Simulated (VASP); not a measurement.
**NaCl: single point with PBEsol**

NaCl:

```
CELL_PARAMETERS angstrom
3.42441 0.00000 0.00000
0.00000 3.42441 0.00000
0.00000 0.00000 3.42441
ATOMIC_POSITIONS crystal
Na 0.00000 0.00000 0.00000
Cl 0.50000 0.50000 0.50000
```

This cell differs from its parent crystal: volume scaled by 0.980.

```json
{"Program": "VASP 6.6.1", "Task": "single point", "Functional": "PBEsol", "Potentials or basis": "VASP PAW PBE potentials, release 64 (Na_pv, Cl)", "Cutoff": "520 eV", "k mesh": "10 × 10 × 10", "Occupations": "gaussian, width 0.05 eV", "Spin": "no spin polarisation", "Dipole correction": "no", "Further INCAR settings": "ALGO = Normal; EDIFF = 1e-07; NBANDS = 14"}
```

```
Pressure               : 0.6 GPa
Band gap on the k mesh : 4.06 eV, indirect (least direct gap 4.62 eV)
```

Levels at points of the mesh, in eV from the valence-band top:
| k point | band 4 | band 5 | band 6 | band 7 | band 8 | band 9 | band 10 | band 11 |
| --- | --- | --- | --- | --- | --- | --- | --- | --- |
| (0.00, 0.00, 0.00) | -13.62 | -0.56 | -0.56 | -0.56 | 4.06 | 8.33 | 8.33 | 16.15 |
| (0.50, 0.00, 0.00) | -13.18 | -3.32 | -0.30 | -0.30 | 6.95 | 8.95 | 10.35 | 11.92 |
| (0.50, 0.50, 0.00) | -12.87 | -2.56 | -2.56 | 0.00 | 5.40 | 9.87 | 11.31 | 11.31 |
| (0.50, 0.50, 0.50) | -12.54 | -2.10 | -2.10 | -2.10 | 6.95 | 6.95 | 6.95 | 12.19 |

Run time: 11 s on 1 thread of Intel(R) Xeon(R) 6975P-C (Granite Rapids), with other jobs on the host, peak memory 0.16 GiB.

Caveat: the PAW data sets were made with another functional, which shifts forces and pressure a little. A k mesh can miss the band edges.
